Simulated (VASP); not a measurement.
Wanted: the native input for a VASP 6.6.1 run.

```
Task                   : single point
Functional             : r2SCAN
Potentials or basis    : VASP PAW PBE potentials, release 64 (C_h)
Cutoff                 : 910 eV
k mesh                 : 12 × 12 × 12
Occupations            : gaussian, width 0.05 eV
Spin                   : no spin polarisation
Dipole correction      : no
Second run             : hard_potentials
Further INCAR settings : ALGO = Normal; EDIFF = 1e-06; NBANDS = 11
```

Crystal: C.

```
CELL_PARAMETERS angstrom
0.00000 1.78014 1.80684
1.78014 0.00000 1.80684
1.78014 1.78014 0.00000
ATOMIC_POSITIONS crystal
C 0.50000 0.50000 0.50000
C 0.75000 0.75000 0.75000
```

This cell differs from its parent crystal: strain +0.0150 x Voigt [0, 0, 1, 0, 0, 0].

These files were run (other wordings do the same):

POSCAR

```
C
1.0
    0.0000000000      1.7801417077      1.8068438333
    1.7801417077      0.0000000000      1.8068438333
    1.7801417077      1.7801417077      0.0000000000
C
2
Direct
    0.5000000000      0.5000000000      0.5000000000
    0.7500000000      0.7500000000      0.7500000000
```

INCAR.step1

```
ALGO = Normal
EDIFF = 1E-5
ENCUT = 910
GGA = PE
GGA_COMPAT = False
ISMEAR = 0
LASPH = True
LCHARG = False
LREAL = False
LWAVE = True
NBANDS = 11
NELM = 120
PREC = Accurate
SIGMA = 0.05
```

INCAR.step2

```
ALGO = Normal
EDIFF = 1E-6
ENCUT = 910
GGA_COMPAT = False
ISIF = 2
ISMEAR = 0
ISTART = 1
LASPH = True
LCHARG = False
LMIXTAU = True
LREAL = False
LWAVE = False
METAGGA = R2SCAN
NBANDS = 11
NELM = 120
PREC = Accurate
SIGMA = 0.05
```

KPOINTS

```
k-points
0
Gamma
  12 12 12
```

Potentials or basis: VASP PAW PBE potentials, release 64 (C_h).

The run is started by

```bash
$ cat potpaw_PBE.64/C_h/POTCAR > POTCAR
$ cp INCAR.step1 INCAR
$ mpirun -np 1 vasp_std > vasp.out
$ cp INCAR.step2 INCAR
$ mpirun -np 1 vasp_std > vasp.out
```

It gave:

- Pressure: -7.3 GPa
- Band gap on the k mesh: 4.15 eV, indirect (least direct gap 5.71 eV)

Caveat: the cell differs from its parent crystal (strain +0.0150 x Voigt [0, 0, 1, 0, 0, 0]); the cutoff is under 1.25 times the usual one of these potentials, so pressure, stress and relaxed cells hold a basis-set (Pulay) error; the PAW data sets were made with another functional, which shifts forces and pressure a little.

Wall time 110 s on 1 thread of Intel(R) Xeon(R) 6975P-C (Granite Rapids) (shared host), peak memory 0.17 GiB.
